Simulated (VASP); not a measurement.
Write the native input for VASP 6.6.1 that does the following.

```
Task                   : relaxation of cell and atoms
Functional             : PBE
Potentials or basis    : VASP PAW PBE potentials, release 64 (Ta_pv, N)
Cutoff                 : 600 eV
k mesh                 : 12 × 12 × 12
Occupations            : gaussian, width 0.1 eV
Spin                   : no spin polarisation
Dipole correction      : no
Further INCAR settings : ALGO = Normal; EDIFF = 1e-07; IBRION = 2; EDIFFG = -0.01; NSW = 100; ISIF = 3
```

The structure of Ta3N lies in POSCAR:

```
Ta3N
1.0
    3.9695993417      0.0000000000      0.0000000000
    0.0000000000      3.9695993417      0.0000000000
    0.0000000000      0.0000000000      3.9695993417
Ta N
3 1
Direct
    0.0000000000      0.5000000000      0.5000000000
    0.5000000000      0.0000000000      0.5000000000
    0.5000000000      0.5000000000      0.0000000000
    0.0000000000      0.0000000000      0.0000000000
```

The input as run:

INCAR

```
PREC = Accurate
ENCUT = 600
EDIFF = 1E-7
ISMEAR = 0
SIGMA = 0.1
LREAL = False
LASPH = True
NELM = 100
ALGO = Normal
ISIF = 3
LWAVE = False
LCHARG = False
GGA = PE
IBRION = 2
NSW = 100
EDIFFG = -0.01
```

KPOINTS

```
Automatic mesh
0
Gamma
  12 12 12
```

Potentials or basis: VASP PAW PBE potentials, release 64 (Ta_pv, N).

The run is started by

```sh
$ cat potpaw_PBE.64/Ta_pv/POTCAR potpaw_PBE.64/N/POTCAR > POTCAR
$ mpirun -np 1 vasp_std > vasp.out
```

It gave:

```yaml
Relaxed_volume: 15.59 Å³/atom
Relaxed_cell: a = 3.966 Å, b = 3.966 Å, c = 3.966 Å, α = 90.00°, β = 90.00°, γ = 90.00°
Space_group_after_relaxing_to_0.1_Å: Pm-3m (No. 221)
Energy_gained_by_relaxing: 0.1 meV/atom
Ionic_steps: 3
Pressure_after_relaxing: 0.0 GPa
Band_gap_on_the_k_mesh: zero (bands 19 and 20 overlap by 3.05 eV)
```

Caveat: spin-orbit coupling is left out, which moves the levels of the heavy elements.

Run time: 4.6 min on 1 thread of Intel(R) Xeon(R) Platinum 8375C CPU @ 2.90GHz (Ice Lake), with other jobs on the host, peak memory 0.27 GiB.
